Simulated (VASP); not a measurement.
# ZnS (P6_3/mmc) in VASP: settings compared, part 2 of 2

VASP 6.6.1. The steps go on from the part before.

### Step 3. Single point, r2SCAN (21.02 Å³/atom)

This run uses another cell than the first one, of 21.02 Å³/atom.

POSCAR

```
ZnS
1.0
    4.0237723272      0.0000000000      0.0000000000
   -2.0118861636      3.4846890544      0.0000000000
    0.0000000000      0.0000000000      5.9953781623
Zn S
2 2
Direct
    0.3333333333      0.6666666667      0.2500000000
    0.6666666667      0.3333333333      0.7500000000
    0.6666666667      0.3333333333      0.2500000000
    0.3333333333      0.6666666667      0.7500000000
```

INCAR.step1

```
SYSTEM = ZnS
  PREC = Accurate
  ENCUT = 520
  ISMEAR = 0
  SIGMA = 0.01
  LREAL = .False.
  LASPH = .True.
  NELM = 80
  NBANDS = 26
  GGA = PE
  ALGO = Normal
  EDIFF = 1E-4
  LWAVE = .True.
  LCHARG = .False.
```

INCAR.step2

```
SYSTEM = ZnS
  PREC = Accurate
  ENCUT = 520
  EDIFF = 1E-6
  ISMEAR = 0
  SIGMA = 0.01
  LREAL = .False.
  LASPH = .True.
  NELM = 80
  ALGO = Normal
  ISIF = 2
  LWAVE = .False.
  LCHARG = .True.
  METAGGA = R2SCAN
  LMIXTAU = .True.
  LELF = .True.
  LVHAR = .True.
  NBANDS = 26
  ISTART = 1
```

KPOINTS

```
regular mesh
0
Gamma
  6 6 4
  0 0 0
```

Potentials or basis: VASP PAW PBE potentials, release 64 (Zn, S).

Command:

```
$ cat potpaw_PBE.64/Zn/POTCAR potpaw_PBE.64/S/POTCAR > POTCAR
$ cp INCAR.step1 INCAR
$ mpirun -np 1 vasp_std > vasp.out
$ cp INCAR.step2 INCAR
$ mpirun -np 1 vasp_std > vasp.out
```

OUTCAR:

```text
SYSTEM = ZnS
   PREC = Accurate
   ENCUT = 520
   EDIFF = 1E-6
   ISMEAR = 0
   LREAL = .False.
   LASPH = .True.
   NELM = 80
   ISIF = 2
   METAGGA = R2SCAN
   ISTART = 1

 ion  position               nearest neighbor table
   1  0.333  0.667  0.250-   3 2.32   3 2.32   3 2.32
   2  0.667  0.333  0.750-   4 2.32   4 2.32   4 2.32
   3  0.667  0.333  0.250-   1 2.32   1 2.32   1 2.32
   4  0.333  0.667  0.750-   2 2.32   2 2.32   2 2.32

  LATTYP: Found a hexagonal cell.
 ALAT       =     4.0237723272
 C/A-ratio  =     1.4899894116

  Lattice vectors:

 A1 = (   4.0237723272,   0.0000000000,   0.0000000000)
 A2 = (  -2.0118861636,   3.4846890544,   0.0000000000)
 A3 = (   0.0000000000,   0.0000000000,   5.9953781623)

Analysis of symmetry for initial positions (statically):
=====================================================================
 Subroutine PRICEL returns:
 Original cell was already a primitive cell.

 Routine SETGRP: Setting up the symmetry group for a
 hexagonal supercell.

 Subroutine GETGRP returns: Found 24 space group operations
 (whereof 12 operations were pure point group operations)
 out of a pool of 24 trial point group operations.

The static configuration has the point symmetry D_3d.
 The point group associated with its full space group is D_6h.

Analysis of symmetry for dynamics (positions and initial velocities):
=====================================================================
 Subroutine PRICEL returns:
 Original cell was already a primitive cell.

 Routine SETGRP: Setting up the symmetry group for a
 hexagonal supercell.

 Subroutine GETGRP returns: Found 24 space group operations
 (whereof 12 operations were pure point group operations)
 out of a pool of 24 trial point group operations.
[... 116 lines left out ...]
   EFERMI =   0.00;   METHOD = LEGACY
   ISMEAR =     0;   SIGMA  =   0.01  broadening in eV -4-tet -1-fermi 0-gaus
   EFERMI_NEDOS =   21; number of points for ismear=-14 and -15
   IALGO  =     38    algorithm
   IMIX   =      4    mixing-type and parameters
     AMIX     =   0.40;   BMIX     =  1.00
     AMIX_MAG =   1.60;   BMIX_MAG =  1.00
  volume/ion in A,a.u.               =      21.02       141.82
  Fermi-wavevector in a.u.,A,eV,Ry     =   1.233969  2.331864 20.717320  1.522680
  Thomas-Fermi vector in A             =   2.368678
   LORBIT       =      0    0 simple, 1 ext, 2 COOP (PROOUT), +10 PAW based schemes
   METAGGA = R2SCAN    functional components
   LHFCALC =     F    Hartree Fock is set to
   AEXX    =    0.0000 exact exchange contribution
   IVDW    =     0    specifies the selected vdW correction
   LEPSILON=     F    determine dielectric tensor
   LRPA    =     F    only Hartree local field effects (RPA)
 non-spin polarized calculation
 Gauss-broadening in eV      SIGMA  =   0.01
  energy-cutoff  :      520.00
  volume of cell :       84.06
 maximum number of plane-waves:      2278
 NGX is ok and might be reduce to    30
   NGX = 15   NGY = 15   NGZ = 23

 number of electron      36.0000052 magnetization

 Free energy of the ion-electron system (eV)
  ---------------------------------------------------
  ext. energy  EPLUGINS =         0.00000000
  ---------------------------------------------------
  free energy    TOTEN  =       -36.95760928 eV

  energy without entropy =      -36.95760928  energy(sigma->0) =      -36.95760928

 E-fermi :   1.5466     XC(G=0):  -9.9650

 val. band max:        1.4997251652   @ k =   0.0000   0.0000   0.0000
 cond. band min:       3.2616097798   @ k =   0.0000   0.0000   0.0000
 fundamental gap:      1.7618846146
 Fermi energy:         1.5466151771

 k-point     1 :       0.0000    0.0000    0.0000
  band No.  band energies     occupation
      1     -11.9454      2.00000
      2     -11.0185      2.00000
      3      -5.2472      2.00000
      4      -5.2471      2.00000
      5      -5.2197      2.00000
      6      -5.2196      2.00000
[... 598 lines left out ...]
     25      10.8079      0.00000
     26      10.8079      0.00000

------------------------ aborting loop because EDIFF is reached ----------------------------------------

  FORCE on cell =-STRESS in cart. coord.  units (eV):
  Direction    XX          YY          ZZ          XY          YZ          ZX
  --------------------------------------------------------------------------------------
  -------------------------------------------------------------------------------------
  Total       -2.5726153     -2.5726153     -1.0387005      0.0000000      0.0000000      0.0000000
  in kB      -49.0310753    -49.0310753    -19.7964310      0.0000000      0.0000000      0.0000000
  external PRESSURE =     -39.2861938 kB  Pullay stress =       0.0000000 kB

 VOLUME and BASIS-vectors are now :
 -----------------------------------------------------------------------------
  energy-cutoff  :      520.00
  volume of cell :       84.06
      direct lattice vectors                 reciprocal lattice vectors
     4.023772327  0.000000000  0.000000000     0.248523007  0.143484825  0.000000000
    -2.011886164  3.484689054  0.000000000     0.000000000  0.286969650  0.000000000
     0.000000000  0.000000000  5.995378162     0.000000000  0.000000000  0.166795150

 POSITION                                       TOTAL-FORCE (eV/Angst)
 -----------------------------------------------------------------------------------
     -0.00000      2.32313      1.49884         0.000000     -0.000000      0.000000
      2.01189      1.16156      4.49653        -0.000000      0.000000      0.000000
      2.01189      1.16156      1.49884         0.000000     -0.000000      0.000000
     -0.00000      2.32313      4.49653         0.000000      0.000000      0.000000
 -----------------------------------------------------------------------------------
    total drift:                                0.000000     -0.000000      0.000000

  FREE ENERGIE OF THE ION-ELECTRON SYSTEM (eV)
  ---------------------------------------------------
  free  energy   TOTEN  =       -36.9576092788 eV

  energy  without entropy=      -36.9576092788  energy(sigma->0) =      -36.95760928
```

OSZICAR.step1:

```text
N       E                     dE             d eps       ncg     rms          rms(c)
DAV:   1     0.241709045769E+03    0.24171E+03   -0.16873E+04  1092   0.162E+03
DAV:   2     0.109543589247E+02   -0.23075E+03   -0.22100E+03  1116   0.344E+02
DAV:   3    -0.134537851363E+02   -0.24408E+02   -0.24174E+02  1374   0.111E+02
DAV:   4    -0.140321271716E+02   -0.57834E+00   -0.57711E+00  1236   0.170E+01
DAV:   5    -0.140413635986E+02   -0.92364E-02   -0.92344E-02  1338   0.212E+00    0.887E+00
DAV:   6    -0.130348473528E+02    0.10065E+01   -0.19281E+00  1584   0.369E+01    0.705E+00
DAV:   7    -0.130203594133E+02    0.14488E-01   -0.12229E+00  1172   0.645E+00    0.347E+00
DAV:   8    -0.130157382033E+02    0.46212E-02   -0.45344E-02  1362   0.240E+00    0.926E-01
DAV:   9    -0.130160349822E+02   -0.29678E-03   -0.78534E-03  1452   0.159E+00    0.219E-01
DAV:  10    -0.130162790903E+02   -0.24411E-03   -0.11066E-03  1222   0.351E-01    0.937E-02
DAV:  11    -0.130165289829E+02   -0.24989E-03   -0.37552E-04  1084   0.126E-01    0.620E-02
DAV:  12    -0.130165277014E+02    0.12814E-05   -0.13772E-05   664   0.286E-02
   1 F= -.13016528E+02 E0= -.13016528E+02  d E =-.309463E-25
```

It took 4.9 min on 1 thread of Intel Xeon 8259CL, shared host; peak memory 0.22 GiB.

What came out:

- Free energy: -36.9576 eV
- Pressure: -3.9 GPa
- Band gap on the k mesh: 1.76 eV

Stress tensor (GPa, compression positive):
```
-4.90  0.00  0.00
 0.00 -4.90  0.00
 0.00  0.00 -1.98
```

Caveat: the cell stands under tension; the PAW data sets were made with another functional, which shifts forces and pressure a little. A k mesh can miss the band edges.

### Step 4. Single point, PBE

This run uses another cell than the first one, of 19.83 Å³/atom.

INCAR

```
SYSTEM = ZnS
  PREC = Accurate
  ENCUT = 520
  EDIFF = 1E-7
  ISMEAR = 0
  SIGMA = 0.01
  LREAL = .FALSE.
  LASPH = .TRUE.
  NELM = 80
  ALGO = Normal
  ISIF = 2
  LWAVE = .FALSE.
  LCHARG = .TRUE.
  GGA = PE
  LELF = .TRUE.
  LVHAR = .TRUE.
  NBANDS = 26
```

KPOINTS

```
Automatic mesh
0
G
  12 12 4
  0 0 0
```

POSCAR

```
ZnS
1.0
    3.9463728179      0.0000000000      0.0000000000
   -1.9731864090      3.4176591131      0.0000000000
    0.0000000000      0.0000000000      5.8800537130
Zn S
2 2
Direct
    0.3333333333      0.6666666667      0.2500000000
    0.6666666667      0.3333333333      0.7500000000
    0.6666666667      0.3333333333      0.2500000000
    0.3333333333      0.6666666667      0.7500000000
```

Command:

```
$ cat potpaw_PBE.64/Zn/POTCAR potpaw_PBE.64/S/POTCAR > POTCAR
$ mpirun -np 1 vasp_std > vasp.out
```

Run time: 2.6 min. Hardware: 1 thread of Intel Xeon 8259CL, shared host; peak memory 0.25 GiB.

Results (log left out):

* Free energy: -13.0150 eV
* Pressure: 2.2 GPa
* Band gap on the k mesh: 1.44 eV

Stress tensor (GPa, compression positive):
```
2.67 0.00 0.00
0.00 2.67 0.00
0.00 0.00 1.35
```

Levels at points of the mesh, in eV from the valence-band top:
```tsv
k point	band 15	band 16	band 17	band 18	band 19	band 20	band 21	band 22
(0.00, 0.00, 0.00)	-1.20	-0.43	-0.43	0.00	1.44	1.98	5.70	5.70
(0.50, 0.00, 0.00)	-2.74	-2.56	-1.65	-1.15	2.58	4.08	5.50	7.89
(0.00, 0.00, 0.50)	-0.82	-0.82	-0.82	-0.82	2.67	2.67	6.02	6.02
(0.50, 0.00, 0.50)	-2.23	-2.23	-0.75	-0.75	3.62	3.62	4.45	4.45
```

A k mesh can miss the band edges.

### Step 5. Single point, r2SCAN

This run uses another cell than the first one, of 19.83 Å³/atom.

POSCAR is that of step 4.

INCAR.step1

```
SYSTEM = ZnS
PREC = Accurate
ENCUT = 520
ISMEAR = 0
SIGMA = 0.01
LREAL = .FALSE.
LASPH = .TRUE.
NELM = 60
NBANDS = 26
GGA = PE
ALGO = Normal
EDIFF = 1E-4
LWAVE = .TRUE.
LCHARG = .FALSE.
```

INCAR.step2

```
SYSTEM = ZnS
PREC = Accurate
ENCUT = 520
EDIFF = 1E-6
ISMEAR = 0
SIGMA = 0.01
LREAL = .FALSE.
LASPH = .TRUE.
NELM = 60
ALGO = Normal
ISIF = 2
LWAVE = .FALSE.
LCHARG = .FALSE.
METAGGA = R2SCAN
LMIXTAU = .TRUE.
NBANDS = 26
ISTART = 1
```

KPOINTS is that of step 4.

Command:

```
$ cat potpaw_PBE.64/Zn/POTCAR potpaw_PBE.64/S/POTCAR > POTCAR
$ cp INCAR.step1 INCAR
$ mpirun -np 1 vasp_std > vasp.out
$ cp INCAR.step2 INCAR
$ mpirun -np 1 vasp_std > vasp.out
```

It took 9.4 min on 1 thread of Intel Xeon 8259CL, shared host; peak memory 0.27 GiB.

Results (log left out):

```yaml
Free_energy: -37.0217 eV
Pressure: 0.0 GPa
Band_gap_on_the_k_mesh: 1.95 eV
```

Levels at points of the mesh, in eV from the valence-band top:
```tsv
k point	band 14	band 15	band 16	band 17	band 18	band 19	band 20	band 21	band 22	band 23
(0.00, 0.00, 0.00)	-1.21	-1.21	-0.43	-0.43	0.00	1.95	2.57	6.16	6.16	7.46
(0.50, 0.00, 0.00)	-4.48	-2.80	-2.59	-1.68	-1.16	2.95	4.60	5.88	8.54	8.71
(0.00, 0.00, 0.50)	-2.32	-0.82	-0.82	-0.82	-0.82	3.20	3.20	6.49	6.49	6.49
(0.50, 0.00, 0.50)	-5.09	-2.27	-2.27	-0.77	-0.77	4.04	4.04	4.96	4.96	9.68
```

Caveat: the PAW data sets were made with another functional, which shifts forces and pressure a little.

### Step 6. The runs side by side

```csv
level,cell,k mesh,gap on the mesh (eV),pressure (GPa)
r2SCAN,"a = 3.985, b = 3.985, c = 5.938 Å, angles 90.0, 90.0, 120.0°, 4 atoms",6 × 6 × 4,1.85,-2.1
r2SCAN,"a = 4.024, b = 4.024, c = 5.995 Å, angles 90.0, 90.0, 120.0°, 4 atoms",6 × 6 × 4,1.76,-3.9
PBE,"a = 3.946, b = 3.946, c = 5.880 Å, angles 90.0, 90.0, 120.0°, 4 atoms",12 × 12 × 4,1.44,2.2
r2SCAN,"a = 3.946, b = 3.946, c = 5.880 Å, angles 90.0, 90.0, 120.0°, 4 atoms",12 × 12 × 4,1.95,0.0
```

Alike in all rows: task single point; potentials or basis VASP PAW PBE potentials, release 64 (Zn, S); no spin polarisation; cutoff (eV) 520; smearing gaussian 0.01 eV.

Caveats: the PAW data sets were made with another functional, which shifts forces and pressure a little (at least some runs); the cell stands under tension (at least some runs).

Total energies depend on the potentials used, so only differences within one code and one set of settings carry meaning.
